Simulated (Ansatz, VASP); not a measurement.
Given: the input of a run of Ansatz 0.2.0 on Sn.

File input.yaml:

```yaml
crystal:
  lattice:
    - [0.0, 3.2333428, 3.2333428]
    - [3.2333428, 0.0, 3.2333428]
    - [3.2333428, 3.2333428, 0.0]
  atoms:
    - { symbol: Sn, position: [0.75, 0.75, 0.75] }
    - { symbol: Sn, position: [0.5, 0.5, 0.5] }
kpoints:
  mp_grid: { grid: [7, 7, 7] }
scf:
  occupations: { method: fermi_dirac, width: 0.05 }
hamiltonian:
  xc: pbesol
  pseudopotentials: { kind: all_electron, lapw: { basis_error: 0.001 } }
output:
  forces: true
  stress: true
relax:
  f_tol: 0.02
  max_steps: 60
  cell: {}
```

Potentials or basis: all-electron LAPW, scalar-relativistic.

Command:

```console
$ ansatz run input.yaml --threads 1 --pin off --max-ram 3072MiB --backend cpu --events-out ev --progress --plain --runs-dir out
```

Q: Translate it to VASP 6.6.1. Potentials there: VASP PAW PBE potentials, release 64 (Sn_d).

A: As run (the cutoff follows the program's own potentials):

The input INCAR:

```
SYSTEM = Sn
ALGO = Normal
EDIFF = 1E-7
EDIFFG = -0.02
ENCUT = 600
GGA = PS
IBRION = 2
ISIF = 3
ISMEAR = -1
LASPH = .True.
LCHARG = .False.
LREAL = .False.
LWAVE = .False.
NELM = 60
NSW = 80
PREC = Accurate
SIGMA = 0.05
```

KPOINTS

```
k-points
0
Gamma
  7 7 7
  0 0 0
```

Contents of POSCAR:

```
Sn
1.0
    0.0000000000      3.2333428000      3.2333428000
    3.2333428000      0.0000000000      3.2333428000
    3.2333428000      3.2333428000      0.0000000000
Sn
2
Direct
    0.7500000000      0.7500000000      0.7500000000
    0.5000000000      0.5000000000      0.5000000000
```

Potentials or basis: VASP PAW PBE potentials, release 64 (Sn_d).

Launch:

```console
$ cat potpaw_PBE.64/Sn_d/POTCAR > POTCAR
$ mpirun -np 1 vasp_std > vasp.out
```

Both were run:

|  | VASP | Ansatz | Ansatz less VASP |
| --- | --- | --- | --- |
| relaxed volume (Å³/atom) | 34.96 | 34.99 | +0.033 |
| relaxed length of the cell vector where the two differ most in proportion (Å) | 4.624 | 4.625 | +0.0014 |

VASP's potentials were made for PBE, not for PBEsol. Ansatz ran all-electron here, and VASP with PAW potentials.
